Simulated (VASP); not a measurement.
## GaN: single point with PBE

The system is GaN.

```xyz
8
Lattice="-3.2185 0.0000 0.0000 0.0000 0.0000 -5.2434 0.0000 -5.5747 0.0000" Properties=species:S:1:pos:R:3 pbc="T T T"
Ga   -1.6093   -0.9291   -0.0006
Ga    0.0000   -3.7165   -0.0006
Ga    0.0000   -1.8582   -2.6223
Ga   -1.6093   -4.6456   -2.6223
N    -1.6093   -0.9291   -3.2922
N     0.0000   -3.7165   -3.2922
N     0.0000   -1.8582   -0.6705
N    -1.6093   -4.6455   -0.6705
```

This cell differs from its parent crystal: atoms displaced along a vibrational mode.

```json
{
  "Program": "VASP 6.6.1",
  "Task": "single point",
  "Functional": "PBE",
  "Potentials or basis": "VASP PAW PBE potentials, release 64 (Ga_d, N)",
  "Cutoff": "520 eV",
  "k mesh": "8 × 6 × 6",
  "Occupations": "gaussian, width 0.05 eV",
  "Spin": "no spin polarisation",
  "Dipole correction": "no",
  "Further INCAR settings": "ALGO = Normal; EDIFF = 1e-07; NBANDS = 46"
}
```

```
Pressure               : 0.1 GPa
Largest force          : 0.267 eV/Å
Band gap on the k mesh : 1.68 eV
```

Forces on the atoms (eV/Å):
```
Ga   0.000  0.000 -0.267
Ga   0.000  0.000 -0.267
Ga   0.000  0.000 -0.267
Ga   0.000  0.000 -0.267
N    0.000  0.000  0.267
N    0.000  0.000  0.267
N    0.000  0.000  0.267
N    0.000  0.000  0.267
```

Stress tensor (GPa, compression positive):
```
-0.64  0.00  0.00
 0.00 -0.64  0.00
 0.00  0.00  1.56
```

Levels at points of the mesh, in eV from the valence-band top:
| k point | band 34 | band 35 | band 36 | band 37 | band 38 | band 39 |
| --- | --- | --- | --- | --- | --- | --- |
| (0.00, 0.00, 0.00) | -0.12 | 0.00 | 0.00 | 1.68 | 4.08 | 4.97 |
| (0.50, 0.00, 0.00) | -1.98 | -1.93 | -1.93 | 5.63 | 5.63 | 6.39 |
| (0.00, 0.50, 0.00) | -0.52 | -0.52 | -0.52 | 4.04 | 4.04 | 4.26 |
| (0.50, 0.50, 0.00) | -1.65 | -1.65 | -1.65 | 5.68 | 5.68 | 5.68 |
| (0.00, 0.00, 0.50) | -0.77 | -0.46 | -0.46 | 4.09 | 4.09 | 5.76 |
| (0.50, 0.00, 0.50) | -2.21 | -0.93 | -0.93 | 4.97 | 4.97 | 5.35 |
| (0.00, 0.50, 0.50) | -1.24 | -1.24 | -1.24 | 5.06 | 5.06 | 5.06 |
| (0.50, 0.50, 0.50) | -1.86 | -1.86 | -1.86 | 4.26 | 4.26 | 4.26 |

Wall time 2.4 min on 1 thread of Intel(R) Xeon(R) 6975P-C (Granite Rapids) (shared host), peak memory 0.36 GiB.

Caveat: the cell differs from its parent crystal (atoms displaced along a vibrational mode).
